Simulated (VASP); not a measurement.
**HfBe2: single point with LDA**

The system is HfBe2.

```
CELL_PARAMETERS angstrom
3.77950 0.00000 0.00000
-1.88975 3.27314 0.00000
0.00000 0.00000 3.16996
ATOMIC_POSITIONS crystal
Hf 0.00000 0.00000 0.00000
Be 0.33333 0.66667 0.50000
Be 0.66667 0.33333 0.50000
```

```
Program             : VASP 6.6.1
Task                : single point
Functional          : LDA
Potentials or basis : VASP PAW LDA potentials, release 64 (Hf_pv, Be)
Cutoff              : 520 eV
k mesh              : 9 × 9 × 9
Occupations         : fermi-dirac, width 0.05 eV
Spin                : no spin polarisation
```

```json
{"Pressure": "-5.7 GPa", "Band gap on the k mesh": "zero (bands 7 and 8 overlap by 2.81 eV)"}
```

Stress tensor (GPa, compression positive):
```
-5.39  0.00  0.00
 0.00 -5.39  0.00
 0.00  0.00 -6.33
```

Levels at points of the mesh, in eV from the Fermi level:
```
           k point  band 4  band 5  band 6  band 7  band 8  band 9  band 10  band 11
(0.00, 0.00, 0.00)   -7.90   -1.02   -1.02   -0.42    3.84    4.51     4.51     5.74
```

Wall time 12 s on 1 thread of Intel(R) Xeon(R) 6975P-C (Granite Rapids), on a shared host, peak memory 0.15 GiB.

Caveat: the cell stands under tension; spin-orbit coupling is left out, which moves the levels of the heavy elements.
